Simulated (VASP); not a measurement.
Input of a VASP 6.6.1 run:

The input INCAR:

```
SYSTEM = Hg2O3
PREC = Accurate ; ENCUT = 520
EDIFF = 1E-7 ; ISMEAR = -1
SIGMA = 0.06122561905347299 ; LREAL = .False.
LASPH = .True. ; NELM = 100
ALGO = Normal ; ISIF = 2
LWAVE = .False. ; LCHARG = .True.
GGA = PE ; LELF = .True.
LVHAR = .True. ; NBANDS = 53
```

File KPOINTS:

```
Automatic mesh
0
Gamma
  7 7 7
  0 0 0
```

Contents of POSCAR:

```
Hg2O3
1.0
    5.3085793223      0.0000000000      0.0000000000
    0.0000000000      5.3085793223      0.0000000000
    0.0000000000      0.0000000000      5.3085793223
Hg O
4 6
Direct
    0.2500000000      0.2500000000      0.2500000000
    0.7500000000      0.7500000000      0.2500000000
    0.7500000000      0.2500000000      0.7500000000
    0.2500000000      0.7500000000      0.7500000000
    0.5000000000      0.0000000000      0.0000000000
    0.0000000000      0.5000000000      0.0000000000
    0.0000000000      0.0000000000      0.5000000000
    0.5000000000      0.5000000000      0.0000000000
    0.5000000000      0.0000000000      0.5000000000
    0.0000000000      0.5000000000      0.5000000000
```

Potentials or basis: VASP PAW PBE potentials, release 64 (Hg, O).

Launch:

```bash
$ cat potpaw_PBE.64/Hg/POTCAR potpaw_PBE.64/O/POTCAR > POTCAR
$ mpirun -np 1 vasp_std > vasp.out
```

Problem. Predict the pressure.

Solution. 3.5 GPa.

Problem. Estimate the band gap on the k mesh.

Solution. Zero (bands 42 and 43 overlap by 0.10 eV).

Caveat: the cell stands under pressure; semilocal functionals underestimate gaps, so a narrow gap can read as zero; spin-orbit coupling is left out, which moves the levels of the heavy elements.
